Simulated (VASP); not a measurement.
# MgZn5S6 (P3m1) in VASP: notebook

Runs on MgZn5S6. Level: PBE. Tasks: single point, relaxation of cell and atoms.

Everything below comes from runs of VASP 6.6.1. Logs are shortened: lines on timing, memory, paths and dates and some standing lists are left out, and cuts for length are marked.

## (1) The cell of the first run

It takes space group P3m1 (No. 156, trigonal). The conventional cell has a = 3.877 Å, b = 3.877 Å, c = 19.028 Å, α = 90.00°, β = 90.00°, γ = 120.00°. Within 3.2 Å of Mg (site symmetry 3m) lie 4 S at 2.41 to 2.47 Å. Within 3.1 Å of Zn (site symmetry 3m) lie 4 S at 2.36 to 2.37 Å. Within 3.1 Å of Zn (site symmetry 3m) lie 4 S at 2.36 to 2.37 Å. Zn (site symmetry 3m) has 4 S at 2.36 to 2.37 Å within 3.1 Å. Zn (site symmetry 3m) has 4 S at 2.36 to 2.37 Å within 3.1 Å. Within 3.1 Å of Zn (site symmetry 3m) lie 4 S at 2.36 to 2.37 Å. Within 3.1 Å of S (site symmetry 3m) lie 1 Zn at 2.36 Å and 3 Mg at 2.41 Å. Within 3.1 Å of S (site symmetry 3m) lie 4 Zn at 2.36 to 2.37 Å.

## (2) Single point, PBE

INCAR

```
PREC = Accurate
ENCUT = 520
EDIFF = 1E-7
ISMEAR = 0
SIGMA = 0.1
LREAL = False
LASPH = True
NELM = 60
ALGO = Normal
ISIF = 2
LWAVE = False
LCHARG = True
GGA = PE
LELF = True
LVHAR = True
NBANDS = 61
```

KPOINTS

```
regular mesh
0
Gamma
  6 6 1
```

POSCAR

```
MgZn5S6
1.0
    3.8770839201     -0.0000000029      0.0000000000
   -1.9385419575      3.3576531689      0.0000000000
    0.0000000000      0.0000000000     19.0276620167
Mg Zn S
1 5 6
Direct
    0.3333333333      0.6666666667      0.1665794928
    0.0000000000      0.0000000000     -0.0040919779
    0.0000000000      0.0000000000      0.5021102850
    0.6666666667      0.3333333333      0.6667993079
    0.6666666667      0.3333333333      0.3376371302
    0.3333333333      0.6666666667      0.8312107153
    0.0000000000      0.0000000000      0.1196835702
    0.0000000000      0.0000000000      0.6262971457
    0.3333333333      0.6666666667      0.2964240963
    0.6666666667      0.3333333333      0.7907408126
    0.6666666667      0.3333333333      0.4614382114
    0.3333333333      0.6666666667      0.9551712104
```

Potentials or basis: VASP PAW PBE potentials, release 64 (Mg, Zn, S).

Run with:

```bash
cat potpaw_PBE.64/Mg/POTCAR potpaw_PBE.64/Zn/POTCAR potpaw_PBE.64/S/POTCAR > POTCAR
mpirun -np 1 vasp_std > vasp.out
```

OUTCAR:

```text
PREC = Accurate
   ENCUT = 520
   EDIFF = 1E-7
   ISMEAR = 0
   LREAL = False
   LASPH = True
   NELM = 60
   ISIF = 2
   GGA = PE

 ion  position               nearest neighbor table
   1  0.333  0.667  0.167-   7 2.41   7 2.41   7 2.41   9 2.47
   2  0.000  0.000  0.996-   7 2.36  12 2.37  12 2.37  12 2.37
   3  0.000  0.000  0.502-   8 2.36  11 2.37  11 2.37  11 2.37
   4  0.667  0.333  0.667-  10 2.36   8 2.37   8 2.37   8 2.37
   5  0.667  0.333  0.338-  11 2.36   9 2.37   9 2.37   9 2.37
   6  0.333  0.667  0.831-  12 2.36  10 2.37  10 2.37  10 2.37
   7  0.000  0.000  0.120-   2 2.36   1 2.41   1 2.41   1 2.41
   8  0.000  0.000  0.626-   3 2.36   4 2.37   4 2.37   4 2.37
   9  0.333  0.667  0.296-   5 2.37   5 2.37   5 2.37   1 2.47
  10  0.667  0.333  0.791-   4 2.36   6 2.37   6 2.37   6 2.37
  11  0.667  0.333  0.461-   5 2.36   3 2.37   3 2.37   3 2.37
  12  0.333  0.667  0.955-   6 2.36   2 2.37   2 2.37   2 2.37

  LATTYP: Found a hexagonal cell.
 ALAT       =     3.8770839201
 C/A-ratio  =     4.9077250864

  Lattice vectors:

 A1 = (   3.8770839201,  -0.0000000029,   0.0000000000)
 A2 = (  -1.9385419575,   3.3576531689,   0.0000000000)
 A3 = (   0.0000000000,   0.0000000000,  19.0276620167)

Analysis of symmetry for initial positions (statically):
=====================================================================
 Subroutine PRICEL returns:
 Original cell was already a primitive cell.

 Routine SETGRP: Setting up the symmetry group for a
 hexagonal supercell.

 Subroutine GETGRP returns: Found  6 space group operations
 (whereof  6 operations were pure point group operations)
 out of a pool of 24 trial point group operations.

The static configuration has the point symmetry C_3v.

Analysis of symmetry for dynamics (positions and initial velocities):
=====================================================================
 Subroutine PRICEL returns:
 Original cell was already a primitive cell.

 Routine SETGRP: Setting up the symmetry group for a
 hexagonal supercell.

 Subroutine GETGRP returns: Found  6 space group operations
 (whereof  6 operations were pure point group operations)
 out of a pool of 24 trial point group operations.

The dynamic configuration has the point symmetry C_3v.

 Subroutine INISYM returns: Found  6 space group operations
 (whereof  6 operations are pure point group operations),
 and found     1 'primitive' translations

----------------------------------------------------------------------------------------

                                     Primitive cell

  volume of cell :     247.7003

  direct lattice vectors                    reciprocal lattice vectors
     3.877083920 -0.000000003  0.000000000     0.257925807  0.148913534  0.000000000
    -1.938541958  3.357653169  0.000000000     0.000000000  0.297827069  0.000000000
     0.000000000  0.000000000 19.027662017     0.000000000  0.000000000  0.052555064

  length of vectors
     3.877083920  3.877083920 19.027662017     0.297827069  0.297827069  0.052555064

  position of ions in fractional coordinates (direct lattice)
     0.333333333  0.666666667  0.166579493
     0.000000000  0.000000000  0.995908022
     0.000000000  0.000000000  0.502110285
     0.666666667  0.333333333  0.666799308
     0.666666667  0.333333333  0.337637130
     0.333333333  0.666666667  0.831210715
     0.000000000  0.000000000  0.119683570
     0.000000000  0.000000000  0.626297146
     0.333333333  0.666666667  0.296424096
     0.666666667  0.333333333  0.790740813
     0.666666667  0.333333333  0.461438211
     0.333333333  0.666666667  0.955171210

  ion indices of the primitive-cell ions
   primitive index   ion index
                 1           1
                 2           2
                 3           3
                 4           4
                 5           5
                 6           6
                 7           7
                 8           8
                 9           9
                10          10
                11          11
                12          12

----------------------------------------------------------------------------------------

 KPOINTS: regular mesh

Automatic generation of k-mesh.
 Grid dimensions read from file:
 generate k-points for:    6    6    1

 Generating k-lattice:

  Cartesian coordinates                     Fractional coordinates (reciprocal lattice)
     0.042987635  0.024818922  0.000000000     0.166666667  0.000000000  0.000000000
     0.000000000  0.049637845  0.000000000     0.000000000  0.166666667  0.000000000
     0.000000000  0.000000000  0.052555064     0.000000000  0.000000000  1.000000000

  Length of vectors
     0.049637845  0.049637845  0.052555064

  Shift w.r.t. Gamma in fractional coordinates (k-lattice)
     0.000000000  0.000000000  0.000000000

 Subroutine IBZKPT returns following result:
 ===========================================

 Found      7 irreducible k-points:

 Following reciprocal coordinates:
            Coordinates               Weight
  0.000000  0.000000  0.000000      1.000000
  0.166667  0.000000  0.000000      6.000000
  0.333333  0.000000  0.000000      6.000000
  0.500000 -0.000000  0.000000      3.000000
  0.166667  0.166667  0.000000      6.000000
  0.333333  0.166667  0.000000     12.000000
  0.333333  0.333333  0.000000      2.000000
   k-points           NKPTS =      7   k-points in BZ     NKDIM =      7   number of bands    NBANDS=     61
   number of dos      NEDOS =    301   number of ions     NIONS =     12
   total plane-waves  NPLWV = 129600
   dimension x,y,z NGX =    30 NGY =   30 NGZ =  144
   dimension x,y,z NGXF=    60 NGYF=   60 NGZF=  288
   ions per type =               1   5   6
   NGX,Y,Z   is equivalent  to a cutoff of  12.86, 12.86, 12.58 a.u.
   NGXF,Y,Z  is equivalent  to a cutoff of  25.73, 25.73, 25.16 a.u.
 SYSTEM =  unknown system
   PREC   = accura    normal or accurate (medium, high low for compatibility)
   ISTART =      0    job   : 0-new  1-cont  2-samecut
   ICHARG =      2    charge: 1-file 2-atom 10-const
   ISPIN  =      1    spin polarized calculation?
   LNONCOLLINEAR =      F non collinear calculations
   LSORBIT =      F    spin-orbit coupling
   LASPH  =      T    aspherical Exc in radial PAW
   ENCUT  =  520.0 eV  38.22 Ry    6.18 a.u.   7.21  7.21 35.38*2*pi/ulx,y,z
   NELM   =     60;   NELMIN=  2; NELMDL= -5     # of ELM steps
   EDIFF  = 0.1E-06   stopping-criterion for ELM
   LREAL  =      F    real-space projection
   EDIFFG = 0.1E-05   stopping-criterion for IOM
   NSW    =      0    number of steps for IOM
   IBRION =     -1    ionic relax: 0-MD 1-quasi-New 2-CG
   NFREE  =      0    steps in history (QN), initial steepest desc. (CG)
   ISIF   =      2    stress and relaxation
   ISYM   =      2    0-nonsym 1-usesym 2-fastsym
   POTIM  = 0.5000    time-step for ionic-motion
   TEBEG  =    0.0;   TEEND  =   0.0 temperature during run
   PSTRESS=    0.0 pullay stress
   NELECT =      98.0000    total number of electrons
   NUPDOWN=      -1.0000    fix difference up-down
   EMIN   =  10.00;   EMAX   =-10.00  energy-range for DOS
   EFERMI =   0.00;   METHOD = LEGACY
   ISMEAR =     0;   SIGMA  =   0.10  broadening in eV -4-tet -1-fermi 0-gaus
   EFERMI_NEDOS =   21; number of points for ismear=-14 and -15
   IALGO  =     38    algorithm
   IMIX   =      4    mixing-type and parameters
     AMIX     =   0.40;   BMIX     =  1.00
     AMIX_MAG =   1.60;   BMIX_MAG =  1.00
  volume/ion in A,a.u.               =      20.64       139.30
  Fermi-wavevector in a.u.,A,eV,Ry     =   1.201825  2.271121 19.652040  1.444384
  Thomas-Fermi vector in A             =   2.337624
   LORBIT       =      0    0 simple, 1 ext, 2 COOP (PROOUT), +10 PAW based schemes
   GGA     = PE    functional components
   LHFCALC =     F    Hartree Fock is set to
   AEXX    =    0.0000 exact exchange contribution
   IVDW    =     0    specifies the selected vdW correction
   LEPSILON=     F    determine dielectric tensor
   LRPA    =     F    only Hartree local field effects (RPA)
 non-spin polarized calculation
 Gauss-broadening in eV      SIGMA  =   0.10
  energy-cutoff  :      520.00
  volume of cell :      247.70
 maximum number of plane-waves:      6705
 NGX is ok and might be reduce to    30
   NGX = 15   NGY = 15   NGZ = 71

 number of electron      98.0000001 magnetization

 Free energy of the ion-electron system (eV)
  ---------------------------------------------------
  ext. energy  EPLUGINS =         0.00000000
  ---------------------------------------------------
  free energy    TOTEN  =       -42.64594392 eV

  energy without entropy =      -42.64594392  energy(sigma->0) =      -42.64594392

 E-fermi :   2.2857     XC(G=0):  -9.3050

 val. band max:        1.7928493467   @ k =   0.0000   0.0000   0.0000
 cond. band min:       3.9069288042   @ k =   0.0000   0.0000   0.0000
 fundamental gap:      2.1140794575
 Fermi energy:         2.2856947419

 k-point     1 :       0.0000    0.0000    0.0000
  band No.  band energies     occupation
      1     -11.0156      2.00000
      2     -10.8524      2.00000
      3     -10.6862      2.00000
      4     -10.3917      2.00000
      5     -10.2819      2.00000
      6      -9.9750      2.00000
[... 53 lines left out ...]
     60       8.4668      0.00000
     61       8.5528      0.00000

 k-point     2 :       0.1667    0.0000    0.0000
  band No.  band energies     occupation
      1     -10.8487      2.00000
      2     -10.6974      2.00000
      3     -10.5390      2.00000
      4     -10.2745      2.00000
      5     -10.1762      2.00000
      6      -9.8766      2.00000
[... 309 lines left out ...]
     60       8.2453      0.00000
     61       8.4893      0.00000

 k-point     7 :       0.3333    0.3333    0.0000
  band No.  band energies     occupation
      1     -10.0029      2.00000
      2      -9.9764      2.00000
      3      -9.9708      2.00000
      4      -9.9671      2.00000
      5      -9.8411      2.00000
      6      -9.5201      2.00000
[... 53 lines left out ...]
     60       8.2931      0.00000
     61       8.6797      0.00000

------------------------ aborting loop because EDIFF is reached ----------------------------------------

  FORCE on cell =-STRESS in cart. coord.  units (eV):
  Direction    XX          YY          ZZ          XY          YZ          ZX
  --------------------------------------------------------------------------------------
  -------------------------------------------------------------------------------------
  Total        0.1526171      0.1526171      0.1440491      0.0000000      0.0000000      0.0000000
  in kB        0.9871598      0.9871598      0.9317399      0.0000000      0.0000000      0.0000000
  external PRESSURE =       0.9686865 kB  Pullay stress =       0.0000000 kB

 VOLUME and BASIS-vectors are now :
 -----------------------------------------------------------------------------
  energy-cutoff  :      520.00
  volume of cell :      247.70
      direct lattice vectors                 reciprocal lattice vectors
     3.877083920 -0.000000003  0.000000000     0.257925807  0.148913534  0.000000000
    -1.938541958  3.357653169  0.000000000     0.000000000  0.297827069  0.000000000
     0.000000000  0.000000000 19.027662017     0.000000000  0.000000000  0.052555064

 POSITION                                       TOTAL-FORCE (eV/Angst)
 -----------------------------------------------------------------------------------
      0.00000      2.23844      3.16962        -0.000000     -0.000000     -0.011200
      0.00000      0.00000     18.94980        -0.000000      0.000000      0.006105
      0.00000      0.00000      9.55398        -0.000000     -0.000000      0.005490
      1.93854      1.11922     12.68763         0.000000      0.000000      0.003638
      1.93854      1.11922      6.42445         0.000000      0.000000     -0.000501
      0.00000      2.23844     15.81600        -0.000000      0.000000      0.002917
      0.00000      0.00000      2.27730        -0.000000     -0.000000      0.023803
      0.00000      0.00000     11.91697         0.000000     -0.000000     -0.003538
      0.00000      2.23844      5.64026         0.000000     -0.000000     -0.014299
      1.93854      1.11922     15.04595        -0.000000     -0.000000     -0.003473
      1.93854      1.11922      8.78009        -0.000000     -0.000000     -0.004310
      0.00000      2.23844     18.17467         0.000000      0.000000     -0.004633
 -----------------------------------------------------------------------------------
    total drift:                               -0.000001     -0.000001     -0.001820

  FREE ENERGIE OF THE ION-ELECTRON SYSTEM (eV)
  ---------------------------------------------------
  free  energy   TOTEN  =       -42.6459439169 eV

  energy  without entropy=      -42.6459439169  energy(sigma->0) =      -42.64594392
```

Wall time 5 min (1 thread of Intel Xeon 8259CL, shared host); peak memory 0.4 GiB.

Results:

* Free energy: -42.6459 eV
* Pressure: 0.1 GPa
* Largest force: 0.024 eV/Å
* Band gap on the k mesh: 2.11 eV

Forces in eV/Å, atoms in the order of the input:
```
Mg   0.000  0.000 -0.011
Zn   0.000  0.000  0.006
Zn   0.000  0.000  0.005
Zn   0.000  0.000  0.004
Zn   0.000  0.000 -0.001
Zn   0.000  0.000  0.003
S    0.000  0.000  0.024
S    0.000  0.000 -0.004
S    0.000  0.000 -0.014
S    0.000  0.000 -0.003
S    0.000  0.000 -0.004
S    0.000  0.000 -0.005
```

Levels at points of the mesh, in eV from the valence-band top:
```tsv
k point	band 46	band 47	band 48	band 49	band 50	band 51	band 52	band 53
(0.00, 0.00, 0.00)	-0.17	-0.05	0.00	0.00	2.11	3.07	3.14	3.24
(0.50, 0.00, 0.00)	-1.21	-1.06	-0.95	-0.79	3.50	3.60	3.81	3.88
```

## (3) Relaxation of cell and atoms, PBE

This run uses another cell than the first one, of 19.33 Å³/atom.

INCAR

```
SYSTEM = MgZn5S6
PREC = Accurate
ENCUT = 600
EDIFF = 1E-7
ISMEAR = 0
SIGMA = 0.1
LREAL = .False.
LASPH = .True.
NELM = 60
ALGO = Normal
ISIF = 3
LWAVE = .False.
LCHARG = .False.
GGA = PE
IBRION = 2
NSW = 90
EDIFFG = -0.04
```

KPOINTS

```
Automatic mesh
0
Gamma
  6 6 1
  0 0 0
```

POSCAR

```
MgZn5S6
1.0
    3.7942847900      0.0000000000      0.0000000000
   -1.8971423900      3.2859470100      0.0000000000
    0.0000000000      0.0000000000     18.6031299600
Mg Zn S
1 5 6
Direct
    0.3333333300      0.6666666700      0.1666699900
    0.0000000000      0.0000000000      0.0000000000
    0.0000000000      0.0000000000      0.5000000000
    0.6666666700      0.3333333300      0.6666699900
    0.6666666700      0.3333333300      0.3333300100
    0.3333333300      0.6666666700      0.8333300100
    0.0000000000      0.0000000000      0.1250000000
    0.0000000000      0.0000000000      0.6250000000
    0.3333333300      0.6666666700      0.2916699900
    0.6666666700      0.3333333300      0.7916699900
    0.6666666700      0.3333333300      0.4583300100
    0.3333333300      0.6666666700      0.9583300100
```

Potentials or basis: VASP PAW PBE potentials, release 64 (Mg, Zn, S).

Run with:

```bash
cat potpaw_PBE.64/Mg/POTCAR potpaw_PBE.64/Zn/POTCAR potpaw_PBE.64/S/POTCAR > POTCAR
mpirun -np 1 vasp_std > vasp.out
```

Run time: 39 min. Hardware: 1 thread of Intel Xeon 8259CL, shared host; peak memory 0.45 GiB.

The run converged. Its results:

```
Free energy                           : -42.6433 eV
Relaxed volume                        : 20.65 Å³/atom
Relaxed cell                          : a = 3.876 Å, b = 3.876 Å, c = 19.046 Å, α = 90.00°, β = 90.00°, γ = 120.00°
Space group after relaxing (to 0.1 Å) : P3m1 (No. 156)
Energy gained by relaxing             : 25.7 meV/atom
Ionic steps                           : 12
Pressure after relaxing               : 0.1 GPa
Largest force after relaxing          : 0.023 eV/Å
Band gap on the k mesh                : 2.11 eV
```

Forces in eV/Å, atoms in the order of the input:
```
Mg   0.000  0.000  0.023
Zn   0.000  0.000 -0.006
Zn   0.000  0.000  0.004
Zn   0.000  0.000 -0.002
Zn   0.000  0.000 -0.006
Zn   0.000  0.000  0.022
S    0.000  0.000 -0.015
S    0.000  0.000  0.005
S    0.000  0.000 -0.007
S    0.000  0.000 -0.011
S    0.000  0.000 -0.004
S    0.000  0.000 -0.003
```

Stress tensor (GPa, compression positive):
```
 0.11  0.00  0.00
 0.00  0.11  0.00
 0.00  0.00 -0.03
```

The path:
```tsv
step	energy change (eV)	largest force (eV/Å)	pressure (GPa)	volume (Å³)
1	0.0000	0.7422	5.23	231.94
2	-0.2551	0.2428	-1.41	253.76
3	-0.2759	0.3201	-0.14	248.71
4	-0.2852	0.1879	-0.06	248.39
5	-0.2918	0.2472	0.10	247.79
6	-0.2981	0.1187	-0.01	248.15
7	-0.3015	0.1309	-0.16	248.66
8	-0.3047	0.0853	0.11	247.65
9	-0.3048	0.0944	0.17	247.42
10	-0.3074	0.0623	0.00	248.06
11	-0.3077	0.0525	-0.09	248.39
12	-0.3082	0.0229	0.06	247.83
```

Final structure:
```xyz
12
Lattice="3.8763 0.0000 0.0000 -1.9381 3.3569 0.0000 0.0000 0.0000 19.0457" Properties=species:S:1:pos:R:3 pbc="T T T"
Mg    0.0000    2.2380    3.1701
Zn    0.0000    0.0000   18.9725
Zn   -1.9381    3.3570    9.5621
Zn    1.9381    1.1190   12.7008
Zn    1.9381    1.1190    6.4302
Zn    0.0000    2.2380   15.8305
S     0.0000    0.0000    2.2835
S    -1.9381    3.3570   11.9265
S     0.0000    2.2380    5.6427
S     1.9381    1.1190   15.0605
S     1.9381    1.1190    8.7868
S     0.0000    2.2380   18.1926
```

Levels at points of the mesh, in eV from the valence-band top:
```tsv
k point	band 45	band 46	band 47	band 48	band 49	band 50	band 51	band 52	band 53	band 54
(0.00, 0.00, 0.00)	-0.17	-0.17	-0.06	0.00	0.00	2.11	3.08	3.15	3.24	3.36
(0.50, 0.00, 0.00)	-1.35	-1.21	-1.06	-0.96	-0.79	3.49	3.60	3.81	3.88	4.16
```

(Part 1 of 2 ends here.)
